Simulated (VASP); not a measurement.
# Cu6Ru (P-3m1) in VASP: further runs

Runs on Cu6Ru. Level: PBE. Tasks: single point.

Program: VASP 6.6.1. These are calculated values, not measurements. Logs are shortened: lines on timing, memory, paths and dates and some standing lists are left out, and cuts for length are marked.

## (1) The cell of the first run

It takes space group P-3m1 (No. 164, trigonal). Conventional cell: a = 2.613 Å, b = 2.613 Å, c = 29.412 Å, α = 90.00°, β = 90.00°, γ = 120.00°. Cu (site symmetry 3m) has 9 Cu at 2.57 to 2.61 Å and 3 Ru at 2.69 Å within 3.4 Å. Within 3.4 Å of Cu (site symmetry 3m) lie 12 Cu at 2.57 to 2.61 Å. Cu (site symmetry 3m) has 12 Cu at 2.57 to 2.61 Å within 3.4 Å. Within 3.4 Å of Cu (site symmetry 3m) lie 12 Cu at 2.57 to 2.61 Å. Within 3.4 Å of Cu (site symmetry 3m) lie 12 Cu at 2.57 to 2.61 Å. Within 3.4 Å of Cu (site symmetry 3m) lie 12 Cu at 2.57 to 2.61 Å. Within 3.4 Å of Ru (site symmetry 3m) lie 9 Ru at 2.57 to 2.61 Å and 3 Cu at 2.69 Å.

## (2) Single point, PBE

Contents of INCAR:

```
ALGO = Fast ; EDIFF = 1E-6
ENCUT = 520 ; GGA = PE
ISIF = 2 ; ISMEAR = 0
LASPH = True ; LCHARG = False
LREAL = False ; LWAVE = False
NBANDS = 93 ; NELM = 100
PREC = Accurate ; SIGMA = 0.2
```

Contents of KPOINTS:

```
k-points
0
Gamma
  7 7 1
```

Contents of POSCAR:

```
Cu6Ru
1.0
    2.6132557366      0.0000000000      0.0000000000
   -1.3066278683      2.2631458545      0.0000000000
    0.0000000000      0.0000000000     29.4122281539
Cu Ru
12 2
Direct
    0.6666666667      0.3333333333      0.1109351531
    0.0000000000      0.0000000000      0.1816672161
    0.3333333333      0.6666666667      0.2523301872
    0.6666666667      0.3333333333      0.3231310101
    0.0000000000      0.0000000000      0.3938193972
    0.3333333333      0.6666666667      0.4646424597
    0.6666666667      0.3333333333      0.5353575403
    0.3333333333      0.6666666667      0.6768689899
    0.0000000000      0.0000000000      0.6061806028
    0.3333333333      0.6666666667      0.8890648469
    0.0000000000      0.0000000000      0.8183327839
    0.6666666667      0.3333333333      0.7476698128
    0.3333333333      0.6666666667      0.0353701196
    0.6666666667      0.3333333333      0.9646298804
```

Potentials or basis: VASP PAW PBE potentials, release 64 (Cu, Ru_pv).

The run is started by

```bash
> cat potpaw_PBE.64/Cu/POTCAR potpaw_PBE.64/Ru_pv/POTCAR > POTCAR
> mpirun -np 1 vasp_std > vasp.out
```

OUTCAR:

```text
EDIFF = 1E-6
   ENCUT = 520
   GGA = PE
   ISIF = 2
   ISMEAR = 0
   LASPH = True
   LREAL = False
   NELM = 100
   PREC = Accurate

 ion  position               nearest neighbor table
   1  0.667  0.333  0.111-   2 2.57   2 2.57   2 2.57  13 2.69  13 2.69  13 2.69
   2  0.000  0.000  0.182-   3 2.57   3 2.57   3 2.57   1 2.57   1 2.57   1 2.57
   3  0.333  0.667  0.252-   2 2.57   2 2.57   2 2.57   4 2.57   4 2.57   4 2.57
   4  0.667  0.333  0.323-   5 2.57   5 2.57   5 2.57   3 2.57   3 2.57   3 2.57
   5  0.000  0.000  0.394-   4 2.57   4 2.57   4 2.57   6 2.57   6 2.57   6 2.57
   6  0.333  0.667  0.465-   7 2.57   7 2.57   7 2.57   5 2.57   5 2.57   5 2.57
   7  0.667  0.333  0.535-   6 2.57   6 2.57   6 2.57   9 2.57   9 2.57   9 2.57
   8  0.333  0.667  0.677-   9 2.57   9 2.57   9 2.57  12 2.57  12 2.57  12 2.57
   9  0.000  0.000  0.606-   8 2.57   8 2.57   8 2.57   7 2.57   7 2.57   7 2.57
  10  0.333  0.667  0.889-  11 2.57  11 2.57  11 2.57  14 2.69  14 2.69  14 2.69
  11  0.000  0.000  0.818-  12 2.57  12 2.57  12 2.57  10 2.57  10 2.57  10 2.57
  12  0.667  0.333  0.748-  11 2.57  11 2.57  11 2.57   8 2.57   8 2.57   8 2.57
  13  0.333  0.667  0.035-  14 2.57  14 2.57  14 2.57   1 2.69   1 2.69   1 2.69
  14  0.667  0.333  0.965-  13 2.57  13 2.57  13 2.57  10 2.69  10 2.69  10 2.69

  LATTYP: Found a hexagonal cell.
 ALAT       =     2.6132557366
 C/A-ratio  =    11.2550133314

  Lattice vectors:

 A1 = (   2.6132557366,   0.0000000000,   0.0000000000)
 A2 = (  -1.3066278683,   2.2631458545,   0.0000000000)
 A3 = (   0.0000000000,   0.0000000000,  29.4122281539)

Analysis of symmetry for initial positions (statically):
=====================================================================
 Subroutine PRICEL returns:
 Original cell was already a primitive cell.

 Routine SETGRP: Setting up the symmetry group for a
 hexagonal supercell.

 Subroutine GETGRP returns: Found 12 space group operations
 (whereof 12 operations were pure point group operations)
 out of a pool of 24 trial point group operations.

The static configuration has the point symmetry D_3d.

Analysis of symmetry for dynamics (positions and initial velocities):
=====================================================================
 Subroutine PRICEL returns:
 Original cell was already a primitive cell.

 Routine SETGRP: Setting up the symmetry group for a
 hexagonal supercell.

[... 126 lines left out ...]
   ISMEAR =     0;   SIGMA  =   0.20  broadening in eV -4-tet -1-fermi 0-gaus
   EFERMI_NEDOS =   21; number of points for ismear=-14 and -15
   IALGO  =     68    algorithm
   IMIX   =      4    mixing-type and parameters
     AMIX     =   0.40;   BMIX     =  1.00
     AMIX_MAG =   1.60;   BMIX_MAG =  1.00
  volume/ion in A,a.u.               =      12.42        83.85
  Fermi-wavevector in a.u.,A,eV,Ry     =   1.592114  3.008658 34.488394  2.534825
  Thomas-Fermi vector in A             =   2.690549
   LORBIT       =      0    0 simple, 1 ext, 2 COOP (PROOUT), +10 PAW based schemes
   GGA     = PE    functional components
   LHFCALC =     F    Hartree Fock is set to
   AEXX    =    0.0000 exact exchange contribution
   IVDW    =     0    specifies the selected vdW correction
   LEPSILON=     F    determine dielectric tensor
   LRPA    =     F    only Hartree local field effects (RPA)
 non-spin polarized calculation
 RMM-DIIS sequential band-by-band and
 Gauss-broadening in eV      SIGMA  =   0.20
  energy-cutoff  :      520.00
  volume of cell :      173.95
 maximum number of plane-waves:      4723
 NGX is ok and might be reduce to    20
   NGX =  9   NGY =  9   NGZ =109

 number of electron     159.9999985 magnetization

 Free energy of the ion-electron system (eV)
  ---------------------------------------------------
  ext. energy  EPLUGINS =         0.00000000
  ---------------------------------------------------
  free energy    TOTEN  =       -62.81979414 eV

  energy without entropy =      -62.76776017  energy(sigma->0) =      -62.79377715

 E-fermi :   8.1624     XC(G=0): -12.7632

 val. band max:        8.0364009444   @ k =   0.0000   0.0000   0.0000
 cond. band min:       8.1668155115   @ k =   0.4286   0.1429   0.0000
 fundamental gap:      0.1304145672
 Fermi energy:         8.1624181453

 k-point     1 :       0.0000    0.0000    0.0000
  band No.  band energies     occupation
      1     -35.2948      2.00000
      2     -34.5186      2.00000
      3     -34.3853      2.00000
      4     -34.3853      2.00000
      5     -34.2743      2.00000
      6     -34.2743      2.00000
[... 749 lines left out ...]
     91      13.0245      0.00000
     92      13.1854      0.00000
 [bands above 92 left out]

------------------------ aborting loop because EDIFF is reached ----------------------------------------

  FORCE on cell =-STRESS in cart. coord.  units (eV):
  Direction    XX          YY          ZZ          XY          YZ          ZX
  --------------------------------------------------------------------------------------
  -------------------------------------------------------------------------------------
  Total        0.5919352      0.5919352      0.3211908      0.0000000      0.0000000     -0.0000000
  in kB        5.4520814      5.4520814      2.9583618      0.0000000      0.0000000     -0.0000000
  external PRESSURE =       4.6208416 kB  Pullay stress =       0.0000000 kB

 VOLUME and BASIS-vectors are now :
 -----------------------------------------------------------------------------
  energy-cutoff  :      520.00
  volume of cell :      173.95
      direct lattice vectors                 reciprocal lattice vectors
     2.613255737  0.000000000  0.000000000     0.382664424  0.220931408  0.000000000
    -1.306627868  2.263145854  0.000000000     0.000000000  0.441862816  0.000000000
     0.000000000  0.000000000 29.412228154     0.000000000  0.000000000  0.033999464

 POSITION                                       TOTAL-FORCE (eV/Angst)
 -----------------------------------------------------------------------------------
      1.30663      0.75438      3.26285         0.000000      0.000000      0.049937
      0.00000      0.00000      5.34324         0.000000      0.000000     -0.008783
     -0.00000      1.50876      7.42159        -0.000000      0.000000     -0.002961
      1.30663      0.75438      9.50400        -0.000000     -0.000000      0.002853
      0.00000      0.00000     11.58311        -0.000000      0.000000     -0.002803
     -0.00000      1.50876     13.66617        -0.000000     -0.000000      0.002377
      1.30663      0.75438     15.74606        -0.000000      0.000000     -0.002377
     -0.00000      1.50876     19.90823         0.000000      0.000000     -0.002853
      0.00000      0.00000     17.82912         0.000000     -0.000000      0.002803
     -0.00000      1.50876     26.14938        -0.000000      0.000000     -0.049937
      0.00000      0.00000     24.06899         0.000000      0.000000      0.008783
      1.30663      0.75438     21.99064         0.000000     -0.000000      0.002961
     -0.00000      1.50876      1.04031         0.000000      0.000000      0.000942
      1.30663      0.75438     28.37191         0.000000     -0.000000     -0.000942
 -----------------------------------------------------------------------------------
    total drift:                                0.000000     -0.000000      0.000000

  FREE ENERGIE OF THE ION-ELECTRON SYSTEM (eV)
  ---------------------------------------------------
  free  energy   TOTEN  =       -62.8197941354 eV

  energy  without entropy=      -62.7677601658  energy(sigma->0) =      -62.79377715
```

stdout:

```text
POSCAR found type information on POSCAR CuRu
 POSCAR found :  2 types and      14 ions
 scaLAPACK will be used
 LDA part: xc-table for (Slater+PW92), standard interpolation
 POSCAR, INCAR and KPOINTS ok, starting setup
 FFT: planning ... GRIDC
 FFT: planning ... GRID_SOFT
 FFT: planning ... GRID
 WAVECAR not read
 entering main loop
```

Run time: 4.2 min. Hardware: 1 thread of Intel Xeon 6975P-C (Granite Rapids), shared host; peak memory 0.34 GiB.

What came out:

* Free energy: -62.8198 eV
* Pressure: 0.5 GPa
* Largest force: 0.050 eV/Å
* Band gap on the k mesh: zero (bands 80 and 81 overlap by 3.16 eV)

Forces in eV/Å, atoms in the order of the input:
```
Cu   0.000  0.000  0.050
Cu   0.000  0.000 -0.009
Cu   0.000  0.000 -0.003
Cu   0.000  0.000  0.003
Cu   0.000  0.000 -0.003
Cu   0.000  0.000  0.002
Cu   0.000  0.000 -0.002
Cu   0.000  0.000 -0.003
Cu   0.000  0.000  0.003
Cu   0.000  0.000 -0.050
Cu   0.000  0.000  0.009
Cu   0.000  0.000  0.003
Ru   0.000  0.000  0.001
Ru   0.000  0.000 -0.001
```

Stress tensor (GPa, compression positive):
```
0.55 0.00 0.00
0.00 0.55 0.00
0.00 0.00 0.30
```

Caveat: the k points lie up to 0.40 Å⁻¹ apart, too coarse for converged energies and pressures of a metal.

## (3) Single point, PBE (10.92 Å³/atom)

This run uses another cell than the first one, of 10.92 Å³/atom.

Contents of INCAR:

```
SYSTEM = Cu6Ru
PREC = Accurate
ENCUT = 520
EDIFF = 1E-6
ISMEAR = 0
SIGMA = 0.1
LREAL = .False.
LASPH = .True.
NELM = 60
ALGO = Fast
ISIF = 2
LWAVE = .False.
LCHARG = .False.
GGA = PE
NBANDS = 93
```

Contents of KPOINTS:

```
Automatic mesh
0
Gamma
  12 12 1
  0 0 0
```

Contents of POSCAR:

```
Cu6Ru
1.0
    2.5140182564      0.0000000000      0.0000000000
   -1.2570091282      2.1772036756      0.0000000000
    0.0000000000      0.0000000000     27.9194766169
Cu Ru
12 2
Direct
    0.6666666667      0.3333333333      0.1141120252
    0.0000000000      0.0000000000      0.1843678400
    0.3333333333      0.6666666667      0.2545420922
    0.6666666667      0.3333333333      0.3246467304
    0.0000000000      0.0000000000      0.3947635298
    0.3333333333      0.6666666667      0.4649532736
    0.6666666667      0.3333333333      0.5350467264
    0.3333333333      0.6666666667      0.6753532696
    0.0000000000      0.0000000000      0.6052364702
    0.3333333333      0.6666666667      0.8858879748
    0.0000000000      0.0000000000      0.8156321600
    0.6666666667      0.3333333333      0.7454579078
    0.3333333333      0.6666666667      0.0376257266
    0.6666666667      0.3333333333      0.9623742734
```

Potentials or basis: VASP PAW PBE potentials, release 64 (Cu, Ru_pv).

The run is started by

```bash
> cat potpaw_PBE.64/Cu/POTCAR potpaw_PBE.64/Ru_pv/POTCAR > POTCAR
> mpirun -np 1 vasp_std > vasp.out
```

Wall time 7.2 min (1 thread of Intel Xeon 6975P-C (Granite Rapids), shared host); peak memory 0.39 GiB.

The run converged. Its results:

- Free energy: -60.9055 eV
- Pressure: 28.0 GPa
- Largest force: 0.009 eV/Å
- Band gap on the k mesh: zero (bands 80 and 81 overlap by 5.07 eV)

Forces on the atoms (eV/Å):
```
Cu   0.000  0.000  0.002
Cu   0.000  0.000 -0.001
Cu   0.000  0.000  0.001
Cu   0.000  0.000 -0.001
Cu   0.000  0.000  0.002
Cu   0.000  0.000 -0.001
Cu   0.000  0.000  0.001
Cu   0.000  0.000  0.001
Cu   0.000  0.000 -0.002
Cu   0.000  0.000 -0.002
Cu   0.000  0.000  0.001
Cu   0.000  0.000 -0.001
Ru   0.000  0.000  0.009
Ru   0.000  0.000 -0.009
```

Stress tensor (GPa, compression positive):
```
28.08  0.00  0.00
 0.00 28.08  0.00
 0.00  0.00 27.96
```

Levels at points of the mesh, in eV from the Fermi level:
```csv
k point,band 77,band 78,band 79,band 80,band 81,band 82,band 83,band 84
"(0.00, 0.00, 0.00)",-2.03,-1.87,-1.87,-1.76,-1.76,-1.68,-1.68,-1.54
"(0.50, 0.00, 0.00)",0.24,0.78,0.82,0.87,1.14,1.14,1.32,1.36
```

Caveat: the cell stands under pressure.

The gap in the log of VASP goes by the Fermi energy; the results here count the filled bands.